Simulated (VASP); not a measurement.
# Al in VASP: notebook

Aim: see how the results for Al move with the level of theory and the settings. Levels: PBE, r2SCAN. Tasks: single point.

Program: VASP 6.6.1. These are calculated values, not measurements. Logs are shortened: lines on timing, memory, paths and dates and some standing lists are left out, and cuts for length are marked.

## Step 1: The cell of the first run

It takes space group R-3m (No. 166, trigonal). The conventional cell has a = 2.891 Å, b = 2.891 Å, c = 6.871 Å, α = 90.00°, β = 90.00°, γ = 120.00°. Al (site symmetry -3m) has 12 Al at 2.83 to 2.89 Å within 3.7 Å.

## Step 2: Single point, PBE (equal xy, yz and zx shear strains of -2 %)

INCAR

```
  PREC = Accurate
  ENCUT = 520
  EDIFF = 1E-6
  ISMEAR = -1
  SIGMA = 0.05
  LREAL = F
  LASPH = T
  NELM = 60
  ALGO = Normal
  ISIF = 2
  LWAVE = F
  LCHARG = F
  GGA = PE
  NBANDS = 8
```

KPOINTS

```
Automatic mesh
0
Gamma
  14 14 14
```

POSCAR

```
Al
1.0
   -0.0404796000      2.0037402000      2.0037402000
    2.0037402000     -0.0404796000      2.0037402000
    2.0037402000      2.0037402000     -0.0404796000
Al
1
Direct
    0.0000000000      0.0000000000      0.0000000000
```

Potentials or basis: VASP PAW PBE potentials, release 64 (Al).

Started as:

```console
$ cat potpaw_PBE.64/Al/POTCAR > POTCAR
$ mpirun -np 1 vasp_std > vasp.out
```

OUTCAR:

```text
PREC = Accurate
   ENCUT = 520
   EDIFF = 1E-6
   ISMEAR = -1
   LREAL = F
   LASPH = T
   NELM = 60
   ISIF = 2
   GGA = PE

 ion  position               nearest neighbor table
   1  0.000  0.000  0.000-

  LATTYP: Found a trigonal (rhomboedric) cell.
 ALAT       =     2.8340056768
 COS(alpha) =     0.4797000918

  Lattice vectors:

 A1 = (  -0.0404796000,   2.0037402000,   2.0037402000)
 A2 = (   2.0037402000,  -0.0404796000,   2.0037402000)
 A3 = (   2.0037402000,   2.0037402000,  -0.0404796000)

Analysis of symmetry for initial positions (statically):
=====================================================================
 Subroutine PRICEL returns:
 Original cell was already a primitive cell.

 Routine SETGRP: Setting up the symmetry group for a
 trigonal (rhombohedral) supercell.

 Subroutine GETGRP returns: Found 12 space group operations
 (whereof 12 operations were pure point group operations)
 out of a pool of 12 trial point group operations.

The static configuration has the point symmetry D_3d.

Analysis of symmetry for dynamics (positions and initial velocities):
=====================================================================
 Subroutine PRICEL returns:
 Original cell was already a primitive cell.

 Routine SETGRP: Setting up the symmetry group for a
 trigonal (rhombohedral) supercell.

 Subroutine GETGRP returns: Found 12 space group operations
 (whereof 12 operations were pure point group operations)
 out of a pool of 12 trial point group operations.

The dynamic configuration has the point symmetry D_3d.

 Subroutine INISYM returns: Found 12 space group operations
 (whereof 12 operations are pure point group operations),
 and found     1 'primitive' translations

----------------------------------------------------------------------------------------

                                     Primitive cell

  volume of cell :      16.5774

  direct lattice vectors                    reciprocal lattice vectors
    -0.040479600  2.003740200  2.003740200    -0.242096256  0.247087931  0.247087931
     2.003740200 -0.040479600  2.003740200     0.247087931 -0.242096256  0.247087931
     2.003740200  2.003740200 -0.040479600     0.247087931  0.247087931 -0.242096256

  length of vectors
[... 79 lines left out ...]
   NELM   =     60;   NELMIN=  2; NELMDL= -5     # of ELM steps
   EDIFF  = 0.1E-05   stopping-criterion for ELM
   LREAL  =      F    real-space projection
   EDIFFG = 0.1E-04   stopping-criterion for IOM
   NSW    =      0    number of steps for IOM
   IBRION =     -1    ionic relax: 0-MD 1-quasi-New 2-CG
   NFREE  =      0    steps in history (QN), initial steepest desc. (CG)
   ISIF   =      2    stress and relaxation
   ISYM   =      2    0-nonsym 1-usesym 2-fastsym
   POTIM  = 0.5000    time-step for ionic-motion
   TEBEG  =    0.0;   TEEND  =   0.0 temperature during run
   PSTRESS=    0.0 pullay stress
   NELECT =       3.0000    total number of electrons
   NUPDOWN=      -1.0000    fix difference up-down
   EMIN   =  10.00;   EMAX   =-10.00  energy-range for DOS
   EFERMI =   0.00;   METHOD = LEGACY
   ISMEAR =    -1;   SIGMA  =   0.05  broadening in eV -4-tet -1-fermi 0-gaus
   EFERMI_NEDOS =   21; number of points for ismear=-14 and -15
   IALGO  =     38    algorithm
   IMIX   =      4    mixing-type and parameters
     AMIX     =   0.40;   BMIX     =  1.00
     AMIX_MAG =   1.60;   BMIX_MAG =  1.00
  volume/ion in A,a.u.               =      16.58       111.87
  Fermi-wavevector in a.u.,A,eV,Ry     =   0.925997  1.749880 11.666585  0.857470
  Thomas-Fermi vector in A             =   2.051911
   LORBIT       =      0    0 simple, 1 ext, 2 COOP (PROOUT), +10 PAW based schemes
   GGA     = PE    functional components
   LHFCALC =     F    Hartree Fock is set to
   AEXX    =    0.0000 exact exchange contribution
   IVDW    =     0    specifies the selected vdW correction
   LEPSILON=     F    determine dielectric tensor
   LRPA    =     F    only Hartree local field effects (RPA)
 non-spin polarized calculation
  energy-cutoff  :      520.00
  volume of cell :       16.58
 maximum number of plane-waves:       461
 NGX is ok and might be reduce to    24
   NGX = 11   NGY = 11   NGZ = 11

 number of electron       3.0000000 magnetization

 Free energy of the ion-electron system (eV)
  ---------------------------------------------------
  ext. energy  EPLUGINS =         0.00000000
  ---------------------------------------------------
  free energy    TOTEN  =        -3.74018325 eV

  energy without entropy =       -3.73607708  energy(sigma->0) =       -3.73813017

 E-fermi :   7.9423     XC(G=0): -10.1796

 val. band max:        7.9355692234   @ k =  -0.3571   0.5000   0.2143
 cond. band min:       7.9736319965   @ k =  -0.4286   0.3571   0.0000
 fundamental gap:      0.0380627731
 Fermi energy:         7.9423445578

 k-point     1 :       0.0000    0.0000    0.0000
  band No.  band energies     occupation
      1      -3.1518      2.00000
      2      20.2275      0.00000
      3      20.2275      0.00000
      4      21.1651      0.00000
      5      21.6624      0.00000
      6      21.6624      0.00000
      7      22.4841      0.00000
      8      24.6106      0.00000
[... 243 lines left out ...]
 k-point    24 :       0.2857    0.1429   -0.0000
  band No.  band energies     occupation
      1      -1.1441      2.00000
      2      11.9918      0.00000
      3      16.6100      0.00000
      4      18.0986      0.00000
      5      18.3877      0.00000
      6      21.8401      0.00000
      7      26.1299      0.00000
      8      26.5126      0.00000

 [... further k-points ...]

------------------------ aborting loop because EDIFF is reached ----------------------------------------

  FORCE on cell =-STRESS in cart. coord.  units (eV):
  Direction    XX          YY          ZZ          XY          YZ          ZX
  --------------------------------------------------------------------------------------
  -------------------------------------------------------------------------------------
  Total       -0.0529913     -0.0529913     -0.0529913     -0.0076873     -0.0076873     -0.0076873
  in kB       -5.1215040     -5.1215040     -5.1215040     -0.7429592     -0.7429592     -0.7429592
  external PRESSURE =      -5.1215040 kB  Pullay stress =       0.0000000 kB

 VOLUME and BASIS-vectors are now :
 -----------------------------------------------------------------------------
  energy-cutoff  :      520.00
  volume of cell :       16.58
      direct lattice vectors                 reciprocal lattice vectors
    -0.040479600  2.003740200  2.003740200    -0.242096256  0.247087931  0.247087931
     2.003740200 -0.040479600  2.003740200     0.247087931 -0.242096256  0.247087931
     2.003740200  2.003740200 -0.040479600     0.247087931  0.247087931 -0.242096256

 POSITION                                       TOTAL-FORCE (eV/Angst)
 -----------------------------------------------------------------------------------
      0.00000      0.00000      0.00000         0.000000     -0.000000      0.000000
 -----------------------------------------------------------------------------------
    total drift:                                0.000000      0.000000     -0.000000

  FREE ENERGIE OF THE ION-ELECTRON SYSTEM (eV)
  ---------------------------------------------------
  free  energy   TOTEN  =        -3.7401832537 eV

  energy  without entropy=       -3.7360770800  energy(sigma->0) =       -3.73813017
```

OSZICAR:

```text
N       E                     dE             d eps       ncg     rms          rms(c)
DAV:   1    -0.230292209544E+01   -0.23029E+01   -0.85084E+02  4624   0.204E+02
DAV:   2    -0.375521352743E+01   -0.14523E+01   -0.14107E+01  6368   0.188E+01
DAV:   3    -0.376294284170E+01   -0.77293E-02   -0.77266E-02  6016   0.155E+00
DAV:   4    -0.376296185587E+01   -0.19014E-04   -0.19014E-04  7096   0.657E-02
DAV:   5    -0.376296189522E+01   -0.39355E-07   -0.39254E-07  6064   0.171E-03    0.130E+00
DAV:   6    -0.374978173456E+01    0.13180E-01   -0.17089E-03  6080   0.196E-01    0.757E-01
DAV:   7    -0.374019111585E+01    0.95906E-02   -0.51071E-03  5976   0.319E-01    0.146E-01
DAV:   8    -0.374018519949E+01    0.59164E-05   -0.13980E-05  6520   0.265E-02    0.809E-03
DAV:   9    -0.374018361022E+01    0.15893E-05   -0.88561E-07  6552   0.415E-03    0.694E-04
DAV:  10    -0.374018325375E+01    0.35647E-06   -0.47081E-09  4088   0.436E-04
   1 F= -.37401833E+01 E0= -.37381302E+01  d E =-.410617E-02
```

stdout:

```text
POSCAR found type information on POSCAR Al
 POSCAR found :  1 types and       1 ions
 scaLAPACK will be used
 LDA part: xc-table for (Slater+PW92), standard interpolation
 POSCAR, INCAR and KPOINTS ok, starting setup
 FFT: planning ... GRIDC
 FFT: planning ... GRID_SOFT
 FFT: planning ... GRID
 WAVECAR not read
 entering main loop
```

Wall time 15 s (1 thread of Intel Xeon 6975P-C, shared host); peak memory 0.15 GiB.

Results:

- Free energy: -3.7402 eV
- Pressure: -0.5 GPa

Stress tensor (GPa, compression positive):
```
-0.51 -0.07 -0.07
-0.07 -0.51 -0.07
-0.07 -0.07 -0.51
```

Levels at points of the mesh, in eV from the Fermi level:
```csv
k point,band 1,band 2,band 3,band 4,band 5
"(0.00, 0.00, 0.00)",-11.09,12.29,12.29,13.22,13.72
"(0.50, 0.00, 0.00)",-4.62,-4.49,11.23,11.37,11.67
"(0.50, 0.50, 0.00)",-2.90,-1.59,5.22,5.24,5.96
"(0.50, 0.50, 0.50)",-4.40,-3.99,10.88,10.88,11.12
```

Caveat: the cell differs from its parent crystal (equal xy, yz and zx shear strains of -2 %).

## Step 3: Single point, PBE (equal xy, yz and zx shear strains of -1.5 %)

INCAR

```
SYSTEM = Al
ALGO = Normal
EDIFF = 1E-7
ENCUT = 520
GGA = PE
ISIF = 2
ISMEAR = -1
LASPH = .TRUE.
LCHARG = .TRUE.
LELF = .TRUE.
LREAL = .FALSE.
LVHAR = .TRUE.
LWAVE = .FALSE.
NBANDS = 8
NELM = 80
PREC = Accurate
SIGMA = 0.05
```

KPOINTS

```
k-points
0
G
  14 14 14
  0 0 0
```

POSCAR

```
Al
1.0
   -0.0303597000      2.0088001500      2.0088001500
    2.0088001500     -0.0303597000      2.0088001500
    2.0088001500      2.0088001500     -0.0303597000
Al
1
Direct
    0.0000000000      0.0000000000      0.0000000000
```

Potentials or basis: VASP PAW PBE potentials, release 64 (Al).

Started as:

```console
$ cat potpaw_PBE.64/Al/POTCAR > POTCAR
$ mpirun -np 1 vasp_std > vasp.out
```

OUTCAR:

```text
SYSTEM = Al
   EDIFF = 1E-7
   ENCUT = 520
   GGA = PE
   ISIF = 2
   ISMEAR = -1
   LASPH = .TRUE.
   LREAL = .FALSE.
   NELM = 80
   PREC = Accurate

 ion  position               nearest neighbor table
   1  0.000  0.000  0.000-

  LATTYP: Found a trigonal (rhomboedric) cell.
 ALAT       =     2.8410346349
 COS(alpha) =     0.4848312789

  Lattice vectors:

 A1 = (  -0.0303597000,   2.0088001500,   2.0088001500)
 A2 = (   2.0088001500,  -0.0303597000,   2.0088001500)
 A3 = (   2.0088001500,   2.0088001500,  -0.0303597000)

Analysis of symmetry for initial positions (statically):
=====================================================================
 Subroutine PRICEL returns:
 Original cell was already a primitive cell.

 Routine SETGRP: Setting up the symmetry group for a
 trigonal (rhombohedral) supercell.

 Subroutine GETGRP returns: Found 12 space group operations
 (whereof 12 operations were pure point group operations)
 out of a pool of 12 trial point group operations.

The static configuration has the point symmetry D_3d.

Analysis of symmetry for dynamics (positions and initial velocities):
=====================================================================
 Subroutine PRICEL returns:
 Original cell was already a primitive cell.

 Routine SETGRP: Setting up the symmetry group for a
 trigonal (rhombohedral) supercell.

 Subroutine GETGRP returns: Found 12 space group operations
 (whereof 12 operations were pure point group operations)
 out of a pool of 12 trial point group operations.

The dynamic configuration has the point symmetry D_3d.

 Subroutine INISYM returns: Found 12 space group operations
 (whereof 12 operations are pure point group operations),
 and found     1 'primitive' translations

----------------------------------------------------------------------------------------
[... 105 lines left out ...]
   EFERMI =   0.00;   METHOD = LEGACY
   ISMEAR =    -1;   SIGMA  =   0.05  broadening in eV -4-tet -1-fermi 0-gaus
   EFERMI_NEDOS =   21; number of points for ismear=-14 and -15
   IALGO  =     38    algorithm
   IMIX   =      4    mixing-type and parameters
     AMIX     =   0.40;   BMIX     =  1.00
     AMIX_MAG =   1.60;   BMIX_MAG =  1.00
  volume/ion in A,a.u.               =      16.58       111.88
  Fermi-wavevector in a.u.,A,eV,Ry     =   0.925956  1.749803 11.665555  0.857394
  Thomas-Fermi vector in A             =   2.051866
   LORBIT       =      0    0 simple, 1 ext, 2 COOP (PROOUT), +10 PAW based schemes
   GGA     = PE    functional components
   LHFCALC =     F    Hartree Fock is set to
   AEXX    =    0.0000 exact exchange contribution
   IVDW    =     0    specifies the selected vdW correction
   LEPSILON=     F    determine dielectric tensor
   LRPA    =     F    only Hartree local field effects (RPA)
 non-spin polarized calculation
  energy-cutoff  :      520.00
  volume of cell :       16.58
 maximum number of plane-waves:       464
 NGX is ok and might be reduce to    24
   NGX = 11   NGY = 11   NGZ = 11

 number of electron       3.0000000 magnetization

 Free energy of the ion-electron system (eV)
  ---------------------------------------------------
  ext. energy  EPLUGINS =         0.00000000
  ---------------------------------------------------
  free energy    TOTEN  =        -3.74001115 eV

  energy without entropy =       -3.73559341  energy(sigma->0) =       -3.73780228

 E-fermi :   7.9317     XC(G=0): -10.1793

 val. band max:        7.9145355884   @ k =  -0.3571   0.4286   0.2143
 cond. band min:       7.9333290812   @ k =  -0.2857   0.1429   0.0714
 fundamental gap:      0.0187934928
 Fermi energy:         7.9317047006

 k-point     1 :       0.0000    0.0000    0.0000
  band No.  band energies     occupation
      1      -3.1520      2.00000
      2      20.3048      0.00000
      3      20.3048      0.00000
      4      21.0096      0.00000
      5      21.7427      0.00000
      6      21.7427      0.00000
      7      22.4033      0.00000
      8      24.5030      0.00000
[... 243 lines left out ...]
 k-point    24 :       0.2857    0.1429    0.0000
  band No.  band energies     occupation
      1      -1.1429      2.00000
      2      12.0481      0.00000
      3      16.5597      0.00000
      4      18.0371      0.00000
      5      18.3502      0.00000
      6      21.9171      0.00000
      7      26.1258      0.00000
      8      26.5344      0.00000

 [... further k-points ...]
[... 5 lines left out ...]
  --------------------------------------------------------------------------------------
  -------------------------------------------------------------------------------------
  Total       -0.0583180     -0.0583180     -0.0583180     -0.0107065     -0.0107065     -0.0107065
  in kB       -5.6355740     -5.6355740     -5.6355740     -1.0346239     -1.0346239     -1.0346239
  external PRESSURE =      -5.6355740 kB  Pullay stress =       0.0000000 kB

 VOLUME and BASIS-vectors are now :
 -----------------------------------------------------------------------------
  energy-cutoff  :      520.00
  volume of cell :       16.58
      direct lattice vectors                 reciprocal lattice vectors
    -0.030359700  2.008800150  2.008800150    -0.243332024  0.247066019  0.247066019
     2.008800150 -0.030359700  2.008800150     0.247066019 -0.243332024  0.247066019
     2.008800150  2.008800150 -0.030359700     0.247066019  0.247066019 -0.243332024

 POSITION                                       TOTAL-FORCE (eV/Angst)
 -----------------------------------------------------------------------------------
      0.00000      0.00000      0.00000         0.000000      0.000000     -0.000000
 -----------------------------------------------------------------------------------
    total drift:                               -0.000000      0.000000      0.000000

  FREE ENERGIE OF THE ION-ELECTRON SYSTEM (eV)
  ---------------------------------------------------
  free  energy   TOTEN  =        -3.7400111537 eV

  energy  without entropy=       -3.7355934064  energy(sigma->0) =       -3.73780228
```

Run time: 17 s. Hardware: 1 thread of Intel Xeon 6975P-C, shared host; peak memory 0.15 GiB.

What came out:

| Quantity | Value |
| --- | --- |
| Free energy | -3.7400 eV |
| Pressure | -0.6 GPa |

Levels at points of the mesh, in eV from the Fermi level:
| k point | band 1 | band 2 | band 3 | band 4 | band 5 |
| --- | --- | --- | --- | --- | --- |
| (0.00, 0.00, 0.00) | -11.08 | 12.37 | 12.37 | 13.08 | 13.81 |
| (0.50, 0.00, 0.00) | -4.60 | -4.45 | 11.29 | 11.38 | 11.61 |
| (0.50, 0.50, 0.00) | -2.89 | -1.58 | 5.26 | 5.32 | 5.87 |
| (0.50, 0.50, 0.50) | -4.43 | -4.08 | 11.01 | 11.01 | 11.21 |

Caveat: the cell differs from its parent crystal (equal xy, yz and zx shear strains of -1.5 %).

## Step 4: Single point, r2SCAN

POSCAR

```
Al
1.0
    0.0000000000      2.0239800000      2.0239800000
    2.0239800000      0.0000000000      2.0239800000
    2.0239800000      2.0239800000      0.0000000000
Al
1
Direct
    0.0000000000      0.0000000000      0.0000000000
```

INCAR.step1

```
SYSTEM = Al
PREC = Accurate
ENCUT = 550
ISMEAR = -1
SIGMA = 0.05
LREAL = .FALSE.
LASPH = .TRUE.
NELM = 120
NBANDS = 8
GGA = PE
ALGO = Normal
EDIFF = 1E-5
LWAVE = .TRUE.
LCHARG = .FALSE.
GGA_COMPAT = .FALSE.
```

INCAR.step2

```
SYSTEM = Al
PREC = Accurate
ENCUT = 550
EDIFF = 1E-6
ISMEAR = -1
SIGMA = 0.05
LREAL = .FALSE.
LASPH = .TRUE.
NELM = 120
ALGO = Normal
ISIF = 2
LWAVE = .FALSE.
LCHARG = .FALSE.
METAGGA = R2SCAN
LMIXTAU = .TRUE.
NBANDS = 8
ISTART = 1
GGA_COMPAT = .FALSE.
```

KPOINTS

```
regular mesh
0
G
  14 14 14
  0 0 0
```

Started as:

```console
$ cat potpaw_PBE.64/Al/POTCAR > POTCAR
$ cp INCAR.step1 INCAR
$ mpirun -np 1 vasp_std > vasp.out
$ cp INCAR.step2 INCAR
$ mpirun -np 1 vasp_std > vasp.out
```

Run time: 78 s. Hardware: 1 thread of AMD EPYC 9R45 (Zen 5), shared host; peak memory 0.1 GiB.

The run converged. Its results:

| Quantity | Value |
| --- | --- |
| Free energy | -6.7249 eV |
| Pressure | -4.0 GPa |

Levels at points of the mesh, in eV from the Fermi level:
```
           k point  band 1  band 2  band 3  band 4  band 5  band 6
(0.00, 0.00, 0.00)  -11.78   13.32   13.32   13.32   15.18   15.18
(0.50, 0.00, 0.00)   -4.95   -4.50   12.08   12.08   12.28   12.28
(0.50, 0.50, 0.00)   -3.12   -1.62    5.49    6.00    6.00    9.88
```

Caveat: the PAW data sets were made with another functional, which shifts forces and pressure a little.

## Step 5: The runs side by side

| level | cell | cutoff (eV) | gap on the mesh (eV) | pressure (GPa) |
| --- | --- | --- | --- | --- |
| PBE | a = 2.834 Å, angles 61.3°, 1 atom | 520 | none | -0.5 |
| PBE | a = 2.841 Å, angles 61.0°, 1 atom | 520 | none | -0.6 |
| r2SCAN | a = 2.862 Å, angles 60.0°, 1 atom | 550 | none | -4.0 |

Alike in all rows: task single point; potentials or basis VASP PAW PBE potentials, release 64 (Al); no spin polarisation; k mesh 14 × 14 × 14; smearing fermi-dirac 0.05 eV.

Caveats: the PAW data sets were made with another functional, which shifts forces and pressure a little (some runs).

Absolute energies hang on the potentials; compare differences alone.
